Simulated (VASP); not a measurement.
Write the native input for VASP 6.6.1 that does the following.

```yaml
Task: single point
Functional: LDA
Potentials_or_basis: VASP PAW LDA potentials, release 64 (Ti_sv, O)
Cutoff: 600 eV
k_mesh: 3 × 3 × 5
Occupations: gaussian, width 0.01 eV
Spin: no spin polarisation
Dipole_correction: no
Further_INCAR_settings: ALGO = Normal; EDIFF = 1e-06; NBANDS = 33
```

The structure of TiO2 lies in POSCAR:

```
TiO2
1.0
    4.5922000000      0.0000000000      0.0000000000
    0.0000000000      4.5922000000      0.0000000000
    0.0000000000      0.0000000000      2.9574000000
Ti O
2 4
Direct
    0.0000000000      0.0000000000      0.0000000000
    0.5000000000      0.5000000000      0.5000000000
    0.3049600000      0.3049600000      0.0000000000
    0.1950400000      0.8049600000      0.5000000000
    0.6950400000      0.6950400000      0.0000000000
    0.8049600000      0.1950400000      0.5000000000
```

The input as run:

INCAR

```
PREC     = Accurate       # precision mode
ENCUT    = 600            # plane-wave cutoff, eV
EDIFF    = 1E-6           # SCF threshold, eV
ISMEAR   = 0              # smearing method
SIGMA    = 0.01           # smearing width, eV
LREAL    = False          # projectors in reciprocal space
LASPH    = True           # aspherical terms in the spheres
NELM     = 120            # most SCF steps
ALGO     = Normal         # electronic algorithm
ISIF     = 2              # what is computed and relaxed
LWAVE    = False          # write WAVECAR
LCHARG   = False          # write CHGCAR
GGA      = CA             # functional
NBANDS   = 33             # bands
GGA_COMPAT= False
```

KPOINTS

```
regular mesh
0
Gamma
  3 3 5
```

Potentials or basis: VASP PAW LDA potentials, release 64 (Ti_sv, O).

The run is started by

```sh
$ cat potpaw_LDA.64/Ti_sv/POTCAR potpaw_LDA.64/O/POTCAR > POTCAR
$ mpirun -np 1 vasp_std > vasp.out
```

It gave:

```yaml
Pressure: -7.1 GPa
Largest_force: 0.003 eV/Å
Band_gap_on_the_k_mesh: 1.78 eV
```

Caveat: the k points lie up to 0.46 Å⁻¹ apart; an odd mesh through Γ misses points on the zone boundary, where band edges can lie.

Run time: 11 s on 1 thread of Intel(R) Xeon(R) 6975P-C (Granite Rapids), on a shared host, peak memory 0.16 GiB.
